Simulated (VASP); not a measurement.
TaAl2:

```xyz
3
Lattice="2.8076 0.0000 0.0000 0.0000 2.8076 0.0000 0.0000 0.0000 5.3490" Properties=species:S:1:pos:R:3 pbc="T T T"
Ta    0.0000    0.0000    0.0000
Al    1.4038    1.4038    3.8973
Al    1.4038    1.4038    1.4517
```

* Program: VASP 6.6.1
* Task: relaxation of cell and atoms
* Functional: PBE
* Potentials or basis: VASP PAW PBE potentials, release 64 (Ta_pv, Al)
* Cutoff: 600 eV
* k mesh: 6 × 6 × 4
* Occupations: gaussian, width 0.1 eV
* Spin: no spin polarisation

At the start: pressure 67.8 GPa; volume 14.05 Å³/atom.

Q: Where does the relaxation end?

A: Over 14 steps the energy falls by 1290.6 meV/atom and the volume is 17.97 Å³/atom (+27.8 %); space group P4/mmm (No. 123, to 0.05 Å).

Step by step:
| step | energy change (eV) | largest force (eV/Å) | pressure (GPa) | volume (Å³) |
| --- | --- | --- | --- | --- |
| 1 | 0.0000 | 4.5747 | 67.82 | 42.16 |
| 2 | 0.0085 | 1.1047 | -20.13 | 89.64 |
| 3 | -3.1090 | 0.0784 | -5.68 | 59.82 |
| 4 | -3.1315 | 0.0441 | -3.54 | 58.57 |
| 5 | -3.1354 | 0.1167 | -2.26 | 57.88 |
| 6 | -3.6517 | 0.7487 | -4.46 | 57.49 |
| 7 | -3.7685 | 0.6727 | -4.67 | 56.94 |
| 8 | -3.8182 | 0.6300 | 4.12 | 52.51 |
| 9 | -3.8315 | 0.6524 | 1.07 | 53.83 |
| 10 | -3.8695 | 0.1648 | 0.65 | 53.68 |
| 11 | -3.8712 | 0.0110 | 0.62 | 53.63 |
| 12 | -3.8712 | 0.0257 | 0.62 | 53.64 |
| 13 | -3.8712 | 0.0037 | -0.60 | 54.17 |
| 14 | -3.8718 | 0.0148 | 0.01 | 53.90 |

Final structure:
```yaml
crystal:
  lattice:
    - [2.81850, 0.00000, 0.00000]
    - [0.00000, 2.81850, 0.00000]
    - [0.00000, 0.00000, 6.78470]
  atoms:
    - { symbol: Ta, position: [0.00000, 0.00000, 0.00000] }
    - { symbol: Al, position: [0.50000, 0.50000, 0.69221] }
    - { symbol: Al, position: [0.50000, 0.50000, 0.30779] }
```

Caveat: the k points lie up to 0.37 Å⁻¹ apart in the final cell; the volume moved by over 15 % at a fixed basis, so the end points are rough.
